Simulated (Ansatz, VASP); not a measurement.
**AlRu: VASP beside Ansatz**

```xyz
2
Lattice="2.8871 0.0000 0.0000 0.0000 2.8871 0.0000 0.0000 0.0000 2.8871" Properties=species:S:1:pos:R:3 pbc="T T T"
Al    0.0000    0.0000    0.0000
Ru    1.4436    1.4436    1.4436
```

Change from the starting cell: strain -0.030 along x and y, -0.030 along z, atoms carried along.

Alike in both runs: task single point; functional PBEsol; k mesh 20 × 20 × 20; occupations gaussian, width 0.15 eV; no spin polarisation.

```csv
,VASP,Ansatz
version,VASP 6.6.1,Ansatz 0.2.0
potentials or method,"VASP PAW PBE potentials, release 64 (Al, Ru_pv), cutoff 520 eV","scalar-relativistic, plane waves, PAW"
valence electrons in the cell,17,19
```

|  | VASP | Ansatz | Ansatz less VASP |
| --- | --- | --- | --- |
| gap on the k mesh at the Fermi level (eV) | none | none | - |
| pressure (GPa) | 24.6 | 24.4 | -0.19 |

VASP's potentials were made for PBE, not for PBEsol. A gap of «none» marks a metal or a gap that the smearing closes. The functional is the same, so the differences come from potentials, cutoffs and numerics. VASP's potentials hold 17 valence electrons a cell and Ansatz's 19, so a difference there can come from the potentials and not from the codes.
